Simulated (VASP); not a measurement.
Runs of VASP 6.6.1 on Tl. The structure is that of space group Fm-3m (No. 225), or close to it. The cells are those of the table. 

| task | cell | k mesh | cutoff (eV) | gap on the mesh (eV) | pressure (GPa) |
| --- | --- | --- | --- | --- | --- |
| single point | a = 3.734 Å, angles 60.0°, 1 atom | 12 × 12 × 12 | 520 | none | -1.9 |
| relaxation of cell and atoms | relaxed from a = 3.410 Å, angles 60.0°, 1 atom | 11 × 11 × 11 | 600 | none | 0.0 |
| single point | a = 3.643 Å, angles 60.0°, 1 atom | 12 × 12 × 12 | 520 | none | (a) |
| single point | a = 3.547 Å, angles 60.0°, 1 atom | 12 × 12 × 12 | 520 | none | 0.9 |
| single point | a = 3.596 Å, angles 60.0°, 1 atom | 12 × 12 × 12 | 520 | none | -0.1 |

Alike in all rows: level revPBE; potentials or basis VASP PAW PBE potentials, release 64 (Tl_d); no spin polarisation; smearing fermi-dirac 0.1 eV.

Task: Fill in the values left out.

Result: (a) -0.8.

Caveats: the PAW data sets were made with another functional, which shifts forces and pressure a little; spin-orbit coupling is left out, which moves the levels of the heavy elements.

A k mesh can miss the band edges, and the runs leave out spin-orbit coupling on Tl.

A gap of «none» marks levels without a gap at the run's occupations.
